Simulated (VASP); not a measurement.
Input of a VASP 6.6.1 run:

Contents of INCAR:

```
  ALGO = Normal
  EDIFF = 1E-7
  ENCUT = 520
  GGA = PE
  ISIF = 2
  ISMEAR = 1
  LASPH = True
  LCHARG = False
  LREAL = False
  LWAVE = False
  NBANDS = 11
  NELM = 80
  PREC = Accurate
  SIGMA = 0.05
```

Contents of KPOINTS:

```
k-points
0
Gamma
  11 11 11
```

The input POSCAR:

```
Ca
1.0
    3.5246925390      0.0000000000      0.0000000000
    0.0000000000      3.5246925390      0.0000000000
    0.0000000000      0.0000000000      3.5246925390
Ca
1
Direct
    0.0000000000      0.0000000000      0.0000000000
```

Potentials or basis: VASP PAW PBE potentials, release 64 (Ca_sv).

Command:

```bash
$ cat potpaw_PBE.64/Ca_sv/POTCAR > POTCAR
$ mpirun -np 1 vasp_std > vasp.out
```

Q: Estimate the band gap on the k mesh.

A: Zero (band 5 reaches 2.34 eV, above the bottom of band 6 at 1.42 eV).

Q: Estimate the pressure.

A: 0.0 GPa.
